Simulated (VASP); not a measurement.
# YN (Fm-3m) in VASP: notebook, part 2 of 2

VASP 6.6.1. The steps go on from the part before.

**3. Single point, PBE (14.32 Å³/atom)**

This run uses another cell than the first one, of 14.32 Å³/atom.

Input file INCAR:

```
PREC     = Accurate       # precision mode
ENCUT    = 600            # plane-wave cutoff, eV
EDIFF    = 1E-6           # SCF threshold, eV
ISMEAR   = 0              # smearing method
SIGMA    = 0.01           # smearing width, eV
LREAL    = F              # projectors in reciprocal space
LASPH    = T              # aspherical terms in the spheres
NELM     = 120            # most SCF steps
ALGO     = Normal         # electronic algorithm
ISIF     = 2              # what is computed and relaxed
LWAVE    = F              # write WAVECAR
LCHARG   = F              # write CHGCAR
GGA      = PE             # functional
NBANDS   = 15             # bands
GGA_COMPAT= F
```

Input file KPOINTS:

```
regular mesh
0
Gamma
  8 8 8
```

Input file POSCAR:

```
YN
1.0
    0.0000000000      2.4283993774      2.4283993774
    2.4283993774      0.0000000000      2.4283993774
    2.4283993774      2.4283993774      0.0000000000
Y N
1 1
Direct
    0.0000000000      0.0000000000      0.0000000000
    0.5000000000      0.5000000000      0.5000000000
```

Potentials or basis: VASP PAW PBE potentials, release 64 (Y_sv, N).

On the command line:

```
> cat potpaw_PBE.64/Y_sv/POTCAR potpaw_PBE.64/N/POTCAR > POTCAR
> mpirun -np 1 vasp_std > vasp.out
```

OUTCAR:

```text
PREC = Accurate
   ENCUT = 600
   EDIFF = 1E-6
   ISMEAR = 0
   LREAL = F
   LASPH = T
   NELM = 120
   ISIF = 2
   GGA = PE

 ion  position               nearest neighbor table
   1  0.000  0.000  0.000-   2 2.43   2 2.43   2 2.43   2 2.43   2 2.43   2 2.43
   2  0.500  0.500  0.500-   1 2.43   1 2.43   1 2.43   1 2.43   1 2.43   1 2.43

  LATTYP: Found a face centered cubic cell.
 ALAT       =     4.8567987548

  Lattice vectors:

 A1 = (   0.0000000000,   2.4283993774,   2.4283993774)
 A2 = (   2.4283993774,   0.0000000000,   2.4283993774)
 A3 = (   2.4283993774,   2.4283993774,   0.0000000000)

Analysis of symmetry for initial positions (statically):
=====================================================================
 Subroutine PRICEL returns:
 Original cell was already a primitive cell.

 Routine SETGRP: Setting up the symmetry group for a
 face centered cubic supercell.

 Subroutine GETGRP returns: Found 48 space group operations
 (whereof 48 operations were pure point group operations)
 out of a pool of 48 trial point group operations.

The static configuration has the point symmetry O_h .

Analysis of symmetry for dynamics (positions and initial velocities):
=====================================================================
 Subroutine PRICEL returns:
 Original cell was already a primitive cell.

 Routine SETGRP: Setting up the symmetry group for a
 face centered cubic supercell.

 Subroutine GETGRP returns: Found 48 space group operations
 (whereof 48 operations were pure point group operations)
 out of a pool of 48 trial point group operations.

The dynamic configuration has the point symmetry O_h .

 Subroutine INISYM returns: Found 48 space group operations
 (whereof 48 operations are pure point group operations),
 and found     1 'primitive' translations

----------------------------------------------------------------------------------------

                                     Primitive cell

[... 114 lines left out ...]
   LORBIT       =      0    0 simple, 1 ext, 2 COOP (PROOUT), +10 PAW based schemes
   GGA     = PE    functional components
   LHFCALC =     F    Hartree Fock is set to
   AEXX    =    0.0000 exact exchange contribution
   IVDW    =     0    specifies the selected vdW correction
   LEPSILON=     F    determine dielectric tensor
   LRPA    =     F    only Hartree local field effects (RPA)
 non-spin polarized calculation
 Gauss-broadening in eV      SIGMA  =   0.01
  energy-cutoff  :      600.00
  volume of cell :       28.64
 maximum number of plane-waves:       982
   NGX = 13   NGY = 13   NGZ = 13

 number of electron      16.0000001 magnetization

 Free energy of the ion-electron system (eV)
  ---------------------------------------------------
  ext. energy  EPLUGINS =         0.00000000
  ---------------------------------------------------
  free energy    TOTEN  =       -18.21545866 eV

  energy without entropy =      -18.21545866  energy(sigma->0) =      -18.21545866

 E-fermi :   4.3260     XC(G=0): -11.3421

 val. band max:        4.2767282678   @ k =   0.0000   0.0000   0.0000
 cond. band min:       4.4264587837   @ k =   0.5000   0.5000   0.0000
 fundamental gap:      0.1497305159
 Fermi energy:         4.3260295350

 k-point     1 :       0.0000    0.0000    0.0000
  band No.  band energies     occupation
      1     -36.4748      2.00000
      2     -16.1006      2.00000
      3     -16.1006      2.00000
      4     -16.1006      2.00000
      5      -8.6893      2.00000
      6       4.2767      2.00000
      7       4.2767      2.00000
      8       4.2767      2.00000
      9       7.4438      0.00000
     10       7.4438      0.00000
     11       7.4438      0.00000
     12       8.6111      0.00000
     13       9.4727      0.00000
     14       9.4727      0.00000
[... 401 lines left out ...]
      2     -17.0996      2.00000
      3     -16.4692      2.00000
      4     -16.2880      2.00000
      5      -7.3031      2.00000
      6       1.0418      2.00000
      7       2.3844      2.00000
      8       2.4034      2.00000
      9       8.8481      0.00000
     10       9.1759      0.00000
     11      11.2791      0.00000
     12      12.5430      0.00000
     13      14.0823      0.00000
     14      15.3726      0.00000
     15      17.1253      0.00000

 [... further k-points ...]
[... 5 lines left out ...]
  --------------------------------------------------------------------------------------
  -------------------------------------------------------------------------------------
  Total        0.8787031      0.8787031      0.8787031      0.0000000     -0.0000000      0.0000000
  in kB       49.1544010     49.1544010     49.1544010      0.0000000     -0.0000000      0.0000000
  external PRESSURE =      49.1544010 kB  Pullay stress =       0.0000000 kB

 VOLUME and BASIS-vectors are now :
 -----------------------------------------------------------------------------
  energy-cutoff  :      600.00
  volume of cell :       28.64
      direct lattice vectors                 reciprocal lattice vectors
     0.000000000  2.428399377  2.428399377    -0.205896940  0.205896940  0.205896940
     2.428399377  0.000000000  2.428399377     0.205896940 -0.205896940  0.205896940
     2.428399377  2.428399377  0.000000000     0.205896940  0.205896940 -0.205896940

 POSITION                                       TOTAL-FORCE (eV/Angst)
 -----------------------------------------------------------------------------------
      0.00000      0.00000      0.00000         0.000000      0.000000      0.000000
      2.42840      2.42840      2.42840        -0.000000     -0.000000     -0.000000
 -----------------------------------------------------------------------------------
    total drift:                                0.000000      0.000000      0.000000

  FREE ENERGIE OF THE ION-ELECTRON SYSTEM (eV)
  ---------------------------------------------------
  free  energy   TOTEN  =       -18.2154586635 eV

  energy  without entropy=      -18.2154586635  energy(sigma->0) =      -18.21545866
```

OSZICAR:

```text
N       E                     dE             d eps       ncg     rms          rms(c)
DAV:   1     0.607285962866E+02    0.60729E+02   -0.90223E+03   870   0.119E+03
DAV:   2    -0.183597182406E+02   -0.79088E+02   -0.71693E+02  1193   0.257E+02
DAV:   3    -0.218421002475E+02   -0.34824E+01   -0.34591E+01  1089   0.456E+01
DAV:   4    -0.219059938326E+02   -0.63894E-01   -0.63810E-01  1067   0.591E+00
DAV:   5    -0.219072361039E+02   -0.12423E-02   -0.12423E-02  1032   0.670E-01    0.323E+01
DAV:   6    -0.184570658017E+02    0.34502E+01   -0.87137E+00   982   0.257E+01    0.339E+01
DAV:   7    -0.182406529840E+02    0.21641E+00   -0.56504E-01  1095   0.666E+00    0.245E+01
DAV:   8    -0.182369457268E+02    0.37073E-02   -0.24948E-01  1285   0.450E+00    0.105E+01
DAV:   9    -0.182147931387E+02    0.22153E-01   -0.36454E-02  1177   0.193E+00    0.181E+00
DAV:  10    -0.182154222223E+02   -0.62908E-03   -0.34397E-03   954   0.521E-01    0.471E-01
DAV:  11    -0.182154640307E+02   -0.41808E-04   -0.18013E-04  1089   0.127E-01    0.267E-01
DAV:  12    -0.182154580225E+02    0.60082E-05   -0.17813E-05  1102   0.380E-02    0.638E-02
DAV:  13    -0.182154586635E+02   -0.64100E-06   -0.10541E-06   727   0.107E-02
   1 F= -.18215459E+02 E0= -.18215459E+02  d E =-.918471E-15
```

Wall time 15 s (1 thread of Intel Xeon Platinum 8375C at 2.90GHz (Ice Lake), shared host); peak memory 0.18 GiB.

Results:

```yaml
Free_energy: -18.2155 eV
Pressure: 4.9 GPa
Band_gap_on_the_k_mesh: 0.15 eV (least direct gap 0.52 eV)
```

Levels at points of the mesh, in eV from the valence-band top:
```
           k point  band 6  band 7  band 8  band 9  band 10  band 11
(0.00, 0.00, 0.00)    0.00    0.00    0.00    3.17     3.17     3.17
(0.50, 0.00, 0.00)   -4.14   -2.30   -2.30    5.80     6.49     6.49
(0.50, 0.50, 0.00)   -1.46   -0.37   -0.37    0.15     6.97     7.42
```

Caveat: the cell stands under pressure; semilocal functionals underestimate gaps, and a narrow one can read as zero. A k mesh can miss the band edges.

**4. Single point, PBE**

This run uses another cell than the first one, of 14.76 Å³/atom.

Input file INCAR:

```
PREC = Accurate
ENCUT = 600
EDIFF = 1E-6
ISMEAR = 0
SIGMA = 0.01
LREAL = F
LASPH = T
NELM = 120
ALGO = Normal
ISIF = 2
LWAVE = F
LCHARG = F
GGA = PE
NBANDS = 15
GGA_COMPAT = F
```

Input file KPOINTS:

```
Automatic mesh
0
Gamma
  8 8 8
```

Input file POSCAR:

```
YN
1.0
    0.0000000000      2.4531806745      2.4531806745
    2.4531806745      0.0000000000      2.4531806745
    2.4531806745      2.4531806745      0.0000000000
Y N
1 1
Direct
    0.0000000000      0.0000000000      0.0000000000
    0.5000000000      0.5000000000      0.5000000000
```

On the command line:

```
> cat potpaw_PBE.64/Y_sv/POTCAR potpaw_PBE.64/N/POTCAR > POTCAR
> mpirun -np 1 vasp_std > vasp.out
```

It took 15 s on 1 thread of Intel Xeon Platinum 8375C at 2.90GHz (Ice Lake), shared host; peak memory 0.18 GiB.

The run converged. Its results:

* Free energy: -18.2288 eV
* Pressure: -0.2 GPa
* Band gap on the k mesh: 0.20 eV (least direct gap 0.60 eV)

Levels at points of the mesh, in eV from the valence-band top:
```csv
k point,band 5,band 6,band 7,band 8,band 9,band 10,band 11,band 12
"(0.00, 0.00, 0.00)",-12.89,0.00,0.00,0.00,3.12,3.12,3.12,4.05
"(0.50, 0.00, 0.00)",-11.17,-4.05,-2.22,-2.22,5.64,6.31,6.31,6.66
"(0.50, 0.50, 0.00)",-12.45,-1.52,-0.40,-0.40,0.20,6.78,7.11,7.82
```

Caveat: semilocal functionals underestimate gaps, and a narrow one can read as zero. A k mesh can miss the band edges.

**5. Single point, PBE (15.21 Å³/atom)**

This run uses another cell than the first one, of 15.21 Å³/atom.

Input file INCAR:

```
SYSTEM = YN
PREC = Accurate
ENCUT = 600
EDIFF = 1E-6
ISMEAR = 0
SIGMA = 0.01
LREAL = .FALSE.
LASPH = .TRUE.
NELM = 120
ALGO = Normal
ISIF = 2
LWAVE = .FALSE.
LCHARG = .FALSE.
GGA = PE
NBANDS = 15
GGA_COMPAT = .FALSE.
```

Input file KPOINTS:

```
Automatic mesh
0
G
  8 8 8
  0 0 0
```

Input file POSCAR:

```
YN
1.0
    0.0000000000      2.4774711717      2.4774711717
    2.4774711717      0.0000000000      2.4774711717
    2.4774711717      2.4774711717      0.0000000000
Y N
1 1
Direct
    0.0000000000      0.0000000000      0.0000000000
    0.5000000000      0.5000000000      0.5000000000
```

Potentials or basis: VASP PAW PBE potentials, release 64 (Y_sv, N).

On the command line:

```
> cat potpaw_PBE.64/Y_sv/POTCAR potpaw_PBE.64/N/POTCAR > POTCAR
> mpirun -np 1 vasp_std > vasp.out
```

OUTCAR:

```text
SYSTEM = YN
   PREC = Accurate
   ENCUT = 600
   EDIFF = 1E-6
   ISMEAR = 0
   LREAL = .FALSE.
   LASPH = .TRUE.
   NELM = 120
   ISIF = 2
   GGA = PE

 ion  position               nearest neighbor table
   1  0.000  0.000  0.000-   2 2.48   2 2.48   2 2.48   2 2.48   2 2.48   2 2.48
   2  0.500  0.500  0.500-   1 2.48   1 2.48   1 2.48   1 2.48   1 2.48   1 2.48

  LATTYP: Found a face centered cubic cell.
 ALAT       =     4.9549423434

  Lattice vectors:

 A1 = (   0.0000000000,   2.4774711717,   2.4774711717)
 A2 = (   2.4774711717,   0.0000000000,   2.4774711717)
 A3 = (   2.4774711717,   2.4774711717,   0.0000000000)
[... 609 lines left out ...]
     12      11.6101      0.00000
     13      13.1062      0.00000
     14      14.4055      0.00000
     15      15.9835      0.00000

 [... further k-points ...]
[... 5 lines left out ...]
  --------------------------------------------------------------------------------------
  -------------------------------------------------------------------------------------
  Total       -0.8814951     -0.8814951     -0.8814951      0.0000000      0.0000000      0.0000000
  in kB      -46.4381234    -46.4381234    -46.4381234      0.0000000      0.0000000      0.0000000
  external PRESSURE =     -46.4381234 kB  Pullay stress =       0.0000000 kB

 VOLUME and BASIS-vectors are now :
 -----------------------------------------------------------------------------
  energy-cutoff  :      600.00
  volume of cell :       30.41
      direct lattice vectors                 reciprocal lattice vectors
     0.000000000  2.477471172  2.477471172    -0.201818695  0.201818695  0.201818695
     2.477471172  0.000000000  2.477471172     0.201818695 -0.201818695  0.201818695
     2.477471172  2.477471172  0.000000000     0.201818695  0.201818695 -0.201818695

 POSITION                                       TOTAL-FORCE (eV/Angst)
 -----------------------------------------------------------------------------------
      0.00000      0.00000      0.00000         0.000000     -0.000000      0.000000
      2.47747      2.47747      2.47747        -0.000000      0.000000     -0.000000
 -----------------------------------------------------------------------------------
    total drift:                                0.000000      0.000000      0.000000

  FREE ENERGIE OF THE ION-ELECTRON SYSTEM (eV)
  ---------------------------------------------------
  free  energy   TOTEN  =       -18.2157831255 eV

  energy  without entropy=      -18.2157831255  energy(sigma->0) =      -18.21578313
```

Wall time 15 s (1 thread of Intel Xeon Platinum 8375C at 2.90GHz (Ice Lake), shared host); peak memory 0.18 GiB.

What came out:

* Free energy: -18.2158 eV
* Pressure: -4.6 GPa
* Band gap on the k mesh: 0.25 eV (least direct gap 0.67 eV)

Levels at points of the mesh, in eV from the valence-band top:
| k point | band 5 | band 6 | band 7 | band 8 | band 9 | band 10 | band 11 | band 12 |
| --- | --- | --- | --- | --- | --- | --- | --- | --- |
| (0.00, 0.00, 0.00) | -12.81 | 0.00 | 0.00 | 0.00 | 3.07 | 3.07 | 3.07 | 3.79 |
| (0.50, 0.00, 0.00) | -11.21 | -3.97 | -2.14 | -2.14 | 5.49 | 6.13 | 6.13 | 6.48 |
| (0.50, 0.50, 0.00) | -12.36 | -1.57 | -0.42 | -0.42 | 0.25 | 6.59 | 6.81 | 7.58 |

Caveat: the cell stands under tension; semilocal functionals underestimate gaps, and a narrow one can read as zero.

**6. The runs side by side**

| cell | gap on the mesh (eV) | pressure (GPa) |
| --- | --- | --- |
| a = 3.398 Å, angles 60.0°, 2 atoms | 0.09 | 10.9 |
| a = 3.434 Å, angles 60.0°, 2 atoms | 0.15 | 4.9 |
| a = 3.469 Å, angles 60.0°, 2 atoms | 0.20 | -0.2 |
| a = 3.504 Å, angles 60.0°, 2 atoms | 0.25 | -4.6 |

Alike in all rows: task single point; level PBE; potentials or basis VASP PAW PBE potentials, release 64 (Y_sv, N); no spin polarisation; k mesh 8 × 8 × 8; cutoff (eV) 600; smearing gaussian 0.01 eV.

Caveats: semilocal functionals underestimate gaps, and a narrow one can read as zero; the cell stands under pressure (at least some runs); the cell stands under tension (at least some runs).

Total energies depend on the potentials used, so only differences within one code and one set of settings carry meaning.
